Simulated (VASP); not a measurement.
Input of a VASP 6.6.1 run:

File INCAR:

```
SYSTEM = BN
PREC = Accurate
ENCUT = 520
EDIFF = 1E-7
ISMEAR = 0
SIGMA = 0.05
LREAL = .False.
LASPH = .True.
NELM = 80
ALGO = Normal
ISIF = 2
LWAVE = .False.
LCHARG = .False.
GGA = PE
IVDW = 12
NBANDS = 16
```

KPOINTS

```
Automatic mesh
0
Gamma
  12 12 4
  0 0 0
```

POSCAR

```
BN
1.0
    2.5061233057      0.0000000000      0.0000000000
   -1.2530616528      2.1703664477      0.0000000000
    0.0000000000      0.0000000000      6.5973571420
B N
2 2
Direct
   -0.0663482428     -0.1326964856      0.4854487186
    0.3333333333      0.6666666667      0.0000000000
    0.0000000000      0.0000000000      0.0000000000
    0.6666666667      0.3333333333      0.5000000000
```

Potentials or basis: VASP PAW PBE potentials, release 64 (B, N).

The run is started by

```sh
$ cat potpaw_PBE.64/B/POTCAR potpaw_PBE.64/N/POTCAR > POTCAR
$ mpirun -np 1 vasp_std > vasp.out
```

(1) What does it give for the largest force?

(2) What does it give for the pressure?

## Answers

(1) 19.890 eV/Å.

(2) 21.3 GPa.

Caveat: the cell differs from its parent crystal (atom 1 (B) moved by -0.288 Å along [1 2 0] and -0.096 Å along [0 0 1]); forces of over 1 eV/Å act on the atoms, so gaps and moduli don't describe the material at rest.
